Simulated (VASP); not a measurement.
A run of VASP 6.6.1:

Contents of INCAR:

```
SYSTEM = Hf
  PREC = Accurate
  ENCUT = 520
  EDIFF = 1E-6
  ISMEAR = 0
  SIGMA = 0.2
  LREAL = .FALSE.
  LASPH = .TRUE.
  NELM = 60
  ALGO = Normal
  ISIF = 2
  LWAVE = .FALSE.
  LCHARG = .FALSE.
  GGA = PE
  NBANDS = 17
```

File KPOINTS:

```
Automatic mesh
0
G
  11 11 6
  0 0 0
```

File POSCAR:

```
Hf
1.0
    3.2045059552      0.0000000000      0.0000000000
   -1.6022529776      2.7751835638      0.0000000000
    0.0000000000      0.0000000000      5.0738215932
Hf
2
Direct
    0.3333333333      0.6666666667      0.2500000000
    0.6666666667      0.3333333333      0.7500000000
```

Potentials or basis: VASP PAW PBE potentials, release 64 (Hf_pv).

The run is started by

```console
$ cat potpaw_PBE.64/Hf_pv/POTCAR > POTCAR
$ mpirun -np 1 vasp_std > vasp.out
```

Hardware: 1 thread of Intel(R) Xeon(R) 6975P-C (Granite Rapids), with other jobs on the host.

Question: Estimate the wall time of this run.

Answer: It took 14 s on 1 thread of Intel(R) Xeon(R) 6975P-C (Granite Rapids), with other jobs on the host, peak memory 0.18 GiB. Counts: scf iterations 12, k points 64.
